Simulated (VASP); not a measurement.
Write the native input for VASP 6.6.1 that does the following.

```yaml
Task: single point
Functional: PBE
Potentials_or_basis: VASP PAW PBE potentials, release 64 (Y_sv, Tl_d)
Cutoff: 520 eV
k_mesh: 12 × 12 × 12
Occupations: gaussian, width 0.1 eV
Spin: no spin polarisation
Dipole_correction: no
Further_INCAR_settings: ALGO = Fast; EDIFF = 1e-07; NBANDS = 26
```

The structure of YTl2 lies in POSCAR:

```
YTl2
1.0
    0.0000000000      3.6416249962      3.6416249962
    3.6416249962      0.0000000000      3.6416249962
    3.6416249962      3.6416249962      0.0000000000
Y Tl
1 2
Direct
    0.0000000000      0.0000000000      0.0000000000
    0.2500000000      0.2500000000      0.2500000000
    0.7500000000      0.7500000000      0.7500000000
```

These files were run (other wordings do the same):

INCAR

```
PREC     = Accurate       # precision mode
ENCUT    = 520            # plane-wave cutoff, eV
EDIFF    = 1E-7           # SCF threshold, eV
ISMEAR   = 0              # smearing method
SIGMA    = 0.1            # smearing width, eV
LREAL    = False          # projectors in reciprocal space
LASPH    = True           # aspherical terms in the spheres
NELM     = 60             # most SCF steps
ALGO     = Fast           # electronic algorithm
ISIF     = 2              # what is computed and relaxed
LWAVE    = False          # write WAVECAR
LCHARG   = False          # write CHGCAR
GGA      = PE             # functional
NBANDS   = 26             # bands
```

KPOINTS

```
Automatic mesh
0
Gamma
  12 12 12
```

Potentials or basis: VASP PAW PBE potentials, release 64 (Y_sv, Tl_d).

The run is started by

```bash
$ cat potpaw_PBE.64/Y_sv/POTCAR potpaw_PBE.64/Tl_d/POTCAR > POTCAR
$ mpirun -np 1 vasp_std > vasp.out
```

It gave:

```json
{"Pressure": "0.0 GPa", "Band gap on the k mesh": "zero (an odd number of electrons rules out a gap without spin polarisation)"}
```

Caveat: spin-orbit coupling is left out, which moves the levels of the heavy elements.

Run time: 6.7 min on 1 thread of Intel(R) Xeon(R) Platinum 8488C (Sapphire Rapids), with other jobs on the host, peak memory 0.38 GiB.
